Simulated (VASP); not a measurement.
Input of a VASP 6.6.1 run:

INCAR

```
SYSTEM = Si16B
PREC     = Accurate       ! precision mode
ENCUT    = 520            ! plane-wave cutoff, eV
EDIFF    = 1E-6           ! SCF threshold, eV
ISMEAR   = -1             ! smearing method
SIGMA    = 0.05           ! smearing width, eV
LREAL    = Auto         
LASPH    = .TRUE.         ! aspherical terms in the spheres
NELM     = 150            ! most SCF steps
ALGO     = Normal         ! electronic algorithm
ISIF     = 2              ! what is computed and relaxed
LWAVE    = .FALSE.        ! write WAVECAR
LCHARG   = .FALSE.        ! write CHGCAR
ISPIN    = 2              ! spin polarisation
MAGMOM   = 0 0 0 0 0 0 0 0 0 0 0 0 0 0 0 0 1 ! initial moments
LORBIT   = 11             ! projections on sites
GGA      = PE             ! functional
NBANDS   = 52             ! bands
```

File KPOINTS:

```
Automatic mesh
0
G
  2 2 2
  0 0 0
```

The input POSCAR:

```
Si16B
1.0
    0.0000000000      5.4300000000      5.4300000000
    5.4300000000      0.0000000000      5.4300000000
    5.4300000000      5.4300000000      0.0000000000
Si B
16 1
Direct
    0.0524033149     -0.0171546961      0.0508563536
    0.1500552486      0.2381399632      0.1526519337
    0.0310497238      0.0740515654      0.4960405157
    0.1553130755      0.1257366483      0.6721270718
    0.0456353591      0.5798710866     -0.1180847145
    0.2096961326      0.5800092081      0.1023480663
    0.0937569061      0.4892633517      0.4632044199
    0.2169981584      0.7249171271      0.4452302026
    0.5391068140     -0.0576519337      0.0336556169
    0.6479373849      0.0885267035      0.1411049724
    0.5142817680      0.0049815838      0.5082228361
    0.6578637201      0.1314364641      0.6167771639
    0.5944567219      0.4792265193     -0.0741620626
    0.7268968692      0.5542265193      0.1045395948
    0.5807274401      0.4757734807      0.4468600368
    0.6558563536      0.6487476980      0.5633885820
    0.2763167587      0.9152117864      0.1358379374
```

Potentials or basis: VASP PAW PBE potentials, release 64 (Si, B).

The run is started by

```bash
$ cat potpaw_PBE.64/Si/POTCAR potpaw_PBE.64/B/POTCAR > POTCAR
$ mpirun -np 1 vasp_std > vasp.out
```

Problem. Predict the net moment.

Solution. 0.00 μB per cell.

Problem. Predict the pressure.

Solution. 3.2 GPa.

Stress tensor (GPa, compression positive):
```
 3.20  2.43 -2.16
 2.43  1.83 -1.37
-2.16 -1.37  4.49
```

Caveat: the k points lie up to 0.50 Å⁻¹ apart; the atoms stand as in a frame of molecular dynamics.
